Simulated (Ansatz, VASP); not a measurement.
# LaScF in VASP and in Ansatz

File INCAR:

```
PREC = Accurate ; ENCUT = 520
EDIFF = 1E-7 ; ISMEAR = 0
SIGMA = 0.1 ; LREAL = F
LASPH = T ; NELM = 60
ALGO = Normal ; ISIF = 2
LWAVE = F ; LCHARG = T
GGA = PE ; LELF = T
LVHAR = T ; NBANDS = 22
```

File KPOINTS:

```
Automatic mesh
0
Gamma
  4 4 4
```

File POSCAR:

```
LaScF
1.0
    3.8346917900      0.0000000000      0.0000000000
    0.0000000000      3.8346917900      0.0000000000
    0.0000000000      0.0000000000      3.9816221000
La Sc F
1 1 1
Direct
    0.0000000000      0.0000000000      0.6997948400
    0.5000000000      0.5000000000      0.5697173500
    0.0000000000      0.0000000000      0.2602271800
```

Input for Ansatz:

```yaml
crystal:
  lattice:
    - [3.83469179, 0.0, 0.0]
    - [0.0, 3.83469179, 0.0]
    - [0.0, 0.0, 3.9816221]
  atoms:
    - { symbol: La, position: [0.0, 0.0, 0.69979484] }
    - { symbol: Sc, position: [0.5, 0.5, 0.56971735] }
    - { symbol: F, position: [0.0, 0.0, 0.26022718] }
basis:
  ecutwfc: 420
kpoints:
  mp_grid: { grid: [4, 4, 4] }
hamiltonian:
  xc: pbe
scf:
  occupations: { method: gaussian, width: 0.1 }
  lower_state_search: "off"
output:
  forces: true
  stress: true
  eigenvalues: true
```

Alike in both runs: task single point; functional PBE; k mesh 4 × 4 × 4; occupations gaussian, width 0.1 eV; no spin polarisation.

```csv
,VASP,Ansatz
version,VASP 6.6.1,Ansatz 0.2.0
potentials or method,"VASP PAW PBE potentials, release 64 (La, Sc_sv, F), cutoff 520 eV","scalar-relativistic, plane waves, PAW"
valence electrons in the cell,29,29
```

Ansatz gave:

* gap on the k mesh at the Fermi level (eV): none
* rms of the force components (eV/Å): 5.333

Task: What did VASP give for the same quantities?

Result: gap on the k mesh at the Fermi level (eV): none; rms of the force components (eV/Å): 5.581.

Atom by atom the forces differ by 0.250 eV/Å (rms over components). A gap of «none» marks a metal or a gap that the smearing closes. With one functional, cell and mesh, what is left measures potentials, basis and numerics.

The k mesh is coarse, so the values compare programs but aren't converged. Spin-orbit coupling is off throughout.
